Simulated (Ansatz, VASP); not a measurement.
**Two plane-wave programs on ZnAu**

File INCAR:

```
ALGO = Fast ; EDIFF = 1E-6
ENCUT = 520 ; GGA = PE
ISIF = 2 ; ISMEAR = 0
LASPH = True ; LCHARG = False
LREAL = False ; LWAVE = False
NBANDS = 18 ; NELM = 100
PREC = Accurate ; SIGMA = 0.15
```

KPOINTS

```
k-points
0
Gamma
  16 16 16
```

The input POSCAR:

```
ZnAu
1.0
    2.8037994083      0.0000000000      0.0000000000
    0.0000000000      2.8037994083      0.0000000000
    0.0000000000      0.0000000000      3.9645723634
Zn Au
1 1
Direct
    0.5000000000      0.5000000000      0.5000000000
    0.0000000000      0.0000000000      0.0000000000
```

Input for Ansatz:

```yaml
crystal:
  lattice:
    - [2.8037994083, 0.0, 0.0]
    - [0.0, 2.8037994083, 0.0]
    - [0.0, 0.0, 3.9645723634]
  atoms:
    - { symbol: Zn, position: [0.5, 0.5, 0.5] }
    - { symbol: Au, position: [0.0, 0.0, 0.0] }
basis:
  ecutwfc: 420
kpoints:
  mp_grid: { grid: [16, 16, 16] }
hamiltonian:
  xc: pbe
scf:
  occupations: { method: gaussian, width: 0.15 }
output:
  forces: true
  stress: true
  eigenvalues: true
```

Alike in both runs: task single point; functional PBE; k mesh 16 × 16 × 16; occupations gaussian, width 0.15 eV; no spin polarisation.

|  | VASP | Ansatz |
| --- | --- | --- |
| version | VASP 6.6.1 | Ansatz 0.2.0 |
| potentials or method | VASP PAW PBE potentials, release 64 (Zn, Au), cutoff 520 eV | scalar-relativistic, plane waves, PAW |
| valence electrons in the cell | 23 | 31 |

```csv
,VASP,Ansatz,Ansatz less VASP
gap on the k mesh at the Fermi level (eV),none,none,-
pressure (GPa),6.4,6.0,-0.43
"traceless stress, the component that is largest in VASP (GPa)",-3.99,-4.06,-0.071
```

A gap of «none» marks a metal or a gap that the smearing closes. VASP's potentials hold 23 valence electrons a cell and Ansatz's 31, so a difference there can come from the potentials and not from the codes.

Neither program's run includes spin-orbit coupling.
